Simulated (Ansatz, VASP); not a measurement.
# W: VASP beside Ansatz

```
W
1.0
     3.31349    1.91305    2.50578
    -3.31349    1.91305    2.50578
     0.00000   -3.82609    2.50578
W
5
Cartesian
  -0.7865 -2.4639 2.5058
  -1.7405 1.9130 2.5058
  2.5270 0.5508 2.5058
  0.0000 0.0000 2.4204
  0.0000 0.0000 5.0969
```

Alike in both runs: functional PBE; k mesh 9 × 9 × 9; occupations gaussian, width 0.1 eV; no spin polarisation.

Ansatz relaxed the structure, and its values are those at the end. VASP's run is a single point on that final structure, the one shown.

|  | VASP | Ansatz |
| --- | --- | --- |
| version | VASP 6.6.1 | Ansatz 0.2.0 |
| potentials or method | VASP PAW PBE potentials, release 64 (W_sv), cutoff 520 eV | scalar-relativistic, plane waves, PAW |
| valence electrons in the cell | 70 | 70 |

Ansatz gave:

| Item | Value |
| --- | --- |
| gap on the k mesh at the Fermi level (eV) | none |
| pressure (GPa) | 0.0 |
| rms of the force components (eV/Å) | 0.001 |

Problem. Estimate VASP's values.

Solution. gap on the k mesh at the Fermi level (eV): none; pressure (GPa): 0.5; rms of the force components (eV/Å): 0.005.

A gap of «none» marks a metal or a gap that the smearing closes. With one functional, cell and mesh, what is left measures potentials, basis and numerics.

Neither program's run includes spin-orbit coupling.
